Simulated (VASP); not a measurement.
# NbAgCl3 (Pm-3m) in VASP: notebook, part 2 of 2

VASP 6.6.1. Earlier steps stand in the parts before.

### Step 6. Relaxation of cell and atoms, PBE

This run uses another cell than the first one, of 24.73 Å³/atom.

File INCAR:

```
SYSTEM = NbAgCl3
PREC = Accurate
ENCUT = 600
EDIFF = 1E-6
ISMEAR = 0
SIGMA = 0.1
LREAL = .False.
LASPH = .True.
NELM = 80
ALGO = Normal
ISIF = 3
LWAVE = .False.
LCHARG = .False.
GGA = PE
IBRION = 2
NSW = 100
EDIFFG = -0.01
```

File KPOINTS:

```
regular mesh
0
Gamma
  8 8 8
  0 0 0
```

File POSCAR:

```
NbAgCl3
1.0
    4.9821598779      0.0000000000      0.0000000000
    0.0000000000      4.9821598779      0.0000000000
    0.0000000000      0.0000000000      4.9821598779
Nb Ag Cl
1 1 3
Direct
    0.0000000000      0.0000000000      0.0000000000
    0.5000000000      0.5000000000      0.5000000000
    0.0000000000      0.5000000000      0.5000000000
    0.5000000000      0.0000000000      0.5000000000
    0.5000000000      0.5000000000      0.0000000000
```

Potentials or basis: VASP PAW PBE potentials, release 64 (Nb_sv, Ag, Cl).

Launch:

```console
> cat potpaw_PBE.64/Nb_sv/POTCAR potpaw_PBE.64/Ag/POTCAR potpaw_PBE.64/Cl/POTCAR > POTCAR
> mpirun -np 1 vasp_std > vasp.out
```

OUTCAR:

```text
SYSTEM = NbAgCl3
   PREC = Accurate
   ENCUT = 600
   EDIFF = 1E-6
   ISMEAR = 0
   LREAL = .False.
   LASPH = .True.
   NELM = 80
   ISIF = 3
   GGA = PE
   IBRION = 2
   NSW = 100
   EDIFFG = -0.01

 ion  position               nearest neighbor table
   1  0.000  0.000  0.000-
   2  0.500  0.500  0.500-   3 2.49   4 2.49   5 2.49   5 2.49   4 2.49   3 2.49
   3  0.000  0.500  0.500-   2 2.49   2 2.49
   4  0.500  0.000  0.500-   2 2.49   2 2.49
   5  0.500  0.500  0.000-   2 2.49   2 2.49

  LATTYP: Found a simple cubic cell.
 ALAT       =     4.9821598779

  Lattice vectors:

 A1 = (   4.9821598779,   0.0000000000,   0.0000000000)
 A2 = (   0.0000000000,   4.9821598779,   0.0000000000)
 A3 = (   0.0000000000,   0.0000000000,   4.9821598779)

Analysis of symmetry for initial positions (statically):
=====================================================================
 Subroutine PRICEL returns:
 Original cell was already a primitive cell.

 Routine SETGRP: Setting up the symmetry group for a
 simple cubic supercell.

 Subroutine GETGRP returns: Found 48 space group operations
 (whereof 48 operations were pure point group operations)
 out of a pool of 48 trial point group operations.

The static configuration has the point symmetry O_h .

Analysis of symmetry for dynamics (positions and initial velocities):
=====================================================================
 Subroutine PRICEL returns:
 Original cell was already a primitive cell.

 Routine SETGRP: Setting up the symmetry group for a
 simple cubic supercell.

 Subroutine GETGRP returns: Found 48 space group operations
 (whereof 48 operations were pure point group operations)
 out of a pool of 48 trial point group operations.

The dynamic configuration has the point symmetry O_h .

 Subroutine INISYM returns: Found 48 space group operations
 (whereof 48 operations are pure point group operations),
 and found     1 'primitive' translations

----------------------------------------------------------------------------------------

                                     Primitive cell

  volume of cell :     123.6668

  direct lattice vectors                    reciprocal lattice vectors
     4.982159878  0.000000000  0.000000000     0.200716160  0.000000000  0.000000000
     0.000000000  4.982159878  0.000000000     0.000000000  0.200716160  0.000000000
     0.000000000  0.000000000  4.982159878     0.000000000  0.000000000  0.200716160

  length of vectors
     4.982159878  4.982159878  4.982159878     0.200716160  0.200716160  0.200716160

  position of ions in fractional coordinates (direct lattice)
     0.000000000  0.000000000  0.000000000
[... 118 lines left out ...]
  energy-cutoff  :      600.00
  volume of cell :      123.67
 maximum number of plane-waves:      4224
 NGX is ok and might be reduce to    40
   NGX = 19   NGY = 19   NGZ = 19

--------------------------------------- Ionic step        1  -------------------------------------------

 number of electron      44.9999999 magnetization

 Free energy of the ion-electron system (eV)
  ---------------------------------------------------
  ext. energy  EPLUGINS =         0.00000000
  ---------------------------------------------------
  free energy    TOTEN  =       -15.09623676 eV

  energy without entropy =      -14.99206654  energy(sigma->0) =      -15.04415165

------------------------ aborting loop because EDIFF is reached ----------------------------------------

  FORCE on cell =-STRESS in cart. coord.  units (eV):
  Direction    XX          YY          ZZ          XY          YZ          ZX
  --------------------------------------------------------------------------------------
  -------------------------------------------------------------------------------------
  Total        0.2194525      0.2194525      0.2194525      0.0000000      0.0000000     -0.0000000
  in kB        2.8431399      2.8431399      2.8431399      0.0000000      0.0000000     -0.0000000
  external PRESSURE =       2.8431399 kB  Pullay stress =       0.0000000 kB

 VOLUME and BASIS-vectors are now :
 -----------------------------------------------------------------------------
  energy-cutoff  :      600.00
  volume of cell :      123.67
      direct lattice vectors                 reciprocal lattice vectors
     4.982159878  0.000000000  0.000000000     0.200716160  0.000000000  0.000000000
     0.000000000  4.982159878  0.000000000     0.000000000  0.200716160  0.000000000
     0.000000000  0.000000000  4.982159878     0.000000000  0.000000000  0.200716160

 POSITION                                       TOTAL-FORCE (eV/Angst)
 -----------------------------------------------------------------------------------
      0.00000      0.00000      0.00000         0.000000      0.000000      0.000000
      2.49108      2.49108      2.49108         0.000000      0.000000      0.000000
      0.00000      2.49108      2.49108         0.000000      0.000000      0.000000
      2.49108      0.00000      2.49108         0.000000      0.000000      0.000000
      2.49108      2.49108      0.00000         0.000000      0.000000      0.000000
 -----------------------------------------------------------------------------------
    total drift:                                0.000000      0.000000     -0.000000

  FREE ENERGIE OF THE ION-ELECTRON SYSTEM (eV)
  ---------------------------------------------------
  free  energy   TOTEN  =       -15.0962367574 eV

  energy  without entropy=      -14.9920665408  energy(sigma->0) =      -15.04415165

--------------------------------------- Ionic step        2  -------------------------------------------

 number of electron      44.9999999 magnetization

 Free energy of the ion-electron system (eV)
  ---------------------------------------------------
  ext. energy  EPLUGINS =         0.00000000
  ---------------------------------------------------
  free energy    TOTEN  =       -15.09698706 eV

  energy without entropy =      -14.99145115  energy(sigma->0) =      -15.04421911

 E-fermi :   4.4291     XC(G=0):  -9.2698

 val. band max:        4.4257862203   @ k =   0.3750   0.2500   0.2500
 cond. band min:       4.4293999373   @ k =   0.3750   0.2500   0.1250
 fundamental gap:      0.0036137170
 Fermi energy:         4.4290720360

 k-point     1 :       0.0000    0.0000    0.0000
  band No.  band energies     occupation
      1     -51.7038      2.00000
      2     -27.7527      2.00000
      3     -27.7527      2.00000
      4     -27.7527      2.00000
      5     -11.7940      2.00000
      6     -11.0347      2.00000
[... 709 lines left out ...]
     26       4.7814      0.00000
     27       6.2237      0.00000

 [... further k-points ...]

------------------------ aborting loop because EDIFF is reached ----------------------------------------

  FORCE on cell =-STRESS in cart. coord.  units (eV):
  Direction    XX          YY          ZZ          XY          YZ          ZX
  --------------------------------------------------------------------------------------
  -------------------------------------------------------------------------------------
  Total        0.0123927      0.0123927      0.0123927      0.0000000      0.0000000     -0.0000000
  in kB        0.1595397      0.1595397      0.1595397      0.0000000      0.0000000     -0.0000000
  external PRESSURE =       0.1595397 kB  Pullay stress =       0.0000000 kB

 VOLUME and BASIS-vectors are now :
 -----------------------------------------------------------------------------
  energy-cutoff  :      600.00
  volume of cell :      124.45
      direct lattice vectors                 reciprocal lattice vectors
     4.992709077  0.000000000 -0.000000000     0.200292063 -0.000000000 -0.000000000
     0.000000000  4.992709077 -0.000000000    -0.000000000  0.200292063 -0.000000000
     0.000000000  0.000000000  4.992709077     0.000000000  0.000000000  0.200292063

 POSITION                                       TOTAL-FORCE (eV/Angst)
 -----------------------------------------------------------------------------------
      0.00000      0.00000      0.00000        -0.000000     -0.000000      0.000000
      2.49635      2.49635      2.49635        -0.000000     -0.000000      0.000000
      0.00000      2.49635      2.49635         0.000000      0.000000      0.000000
      2.49635      0.00000      2.49635         0.000000      0.000000      0.000000
      2.49635      2.49635     -0.00000         0.000000      0.000000      0.000000
 -----------------------------------------------------------------------------------
    total drift:                                0.000000      0.000000     -0.000000

  FREE ENERGIE OF THE ION-ELECTRON SYSTEM (eV)
  ---------------------------------------------------
  free  energy   TOTEN  =       -15.0969870606 eV

  energy  without entropy=      -14.9914511518  energy(sigma->0) =      -15.04421911

 reached required accuracy - stopping structural energy minimisation
```

CONTCAR:

```text
NbAgCl3
   1.00000000000000
     4.9927090767277882    0.0000000000000000   -0.0000000000000000
     0.0000000000000000    4.9927090767277882   -0.0000000000000000
     0.0000000000000000    0.0000000000000000    4.9927090767277882
  Nb              Ag              Cl
     1     1     3
Direct
     0.0000000000000000    0.0000000000000000    0.0000000000000000
     0.5000000000000000    0.5000000000000000    0.5000000000000000
     0.0000000000000000    0.5000000000000000    0.5000000000000000
     0.5000000000000000    0.0000000000000000    0.5000000000000000
     0.5000000000000000    0.5000000000000000    0.0000000000000000

  0.00000000E+00  0.00000000E+00  0.00000000E+00
  0.00000000E+00  0.00000000E+00  0.00000000E+00
  0.00000000E+00  0.00000000E+00  0.00000000E+00
  0.00000000E+00  0.00000000E+00  0.00000000E+00
  0.00000000E+00  0.00000000E+00  0.00000000E+00
```

Wall time 6.5 min (1 thread of Intel Xeon 8259CL, shared host); peak memory 0.35 GiB.

What came out:

* Free energy: -15.0970 eV
* Relaxed volume: 24.89 Å³/atom
* Relaxed cell: a = 4.993 Å, b = 4.993 Å, c = 4.993 Å, α = 90.00°, β = 90.00°, γ = 90.00°
* Space group after relaxing (to 0.1 Å): Pm-3m (No. 221)
* Energy gained by relaxing: 0.2 meV/atom
* Ionic steps: 2
* Pressure after relaxing: 0.0 GPa

The path:
```tsv
step	energy change (eV)	largest force (eV/Å)	pressure (GPa)	volume (Å³)
1	0.0000	0.0000	0.28	123.67
2	-0.0008	0.0000	0.02	124.45
```

Final structure:
```
Nb Ag Cl
1.0
     4.99271    0.00000    0.00000
     0.00000    4.99271    0.00000
     0.00000    0.00000    4.99271
Nb Ag Cl
1 1 3
Cartesian
  0.0000 0.0000 0.0000
  2.4964 2.4964 2.4964
  0.0000 2.4964 2.4964
  2.4964 0.0000 2.4964
  2.4964 2.4964 0.0000
```

Caveat: the highest band is partly filled, so the run has too few bands.

### Step 7. Overview

```tsv
task	cell	k mesh	cutoff (eV)	gap on the mesh (eV)	pressure (GPa)	relaxed volume (Å³/atom)
single point	a = 4.751 Å, 5 atoms	4 × 4 × 4	520	none	8.5	-
single point	a = 4.982 Å, 5 atoms	4 × 4 × 4	520	none	-0.1	-
single point	a = 4.996 Å, 5 atoms	8 × 8 × 8	520	none	-0.1	-
relaxation of cell and atoms	relaxed from a = 4.751 Å, 5 atoms	4 × 4 × 4	600	-	0.0	24.67
relaxation of cell and atoms	relaxed from a = 4.982 Å, 5 atoms	8 × 8 × 8	600	-	0.0	24.89
```

Alike in all rows: level PBE; potentials or basis VASP PAW PBE potentials, release 64 (Nb_sv, Ag, Cl); no spin polarisation; smearing gaussian 0.1 eV.

Caveats: an odd number of electrons without spin polarisation forces a metal (at least some runs); a magnetic or distorted state may lie lower (at least some runs); the highest band is partly filled, so the run has too few bands (at least some runs); the cell stands under pressure (at least some runs); the volume moved by over 15 % at a fixed basis, so the end points are rough (at least some runs).

Total energies depend on the potentials used, so only differences within one code and one set of settings carry meaning.
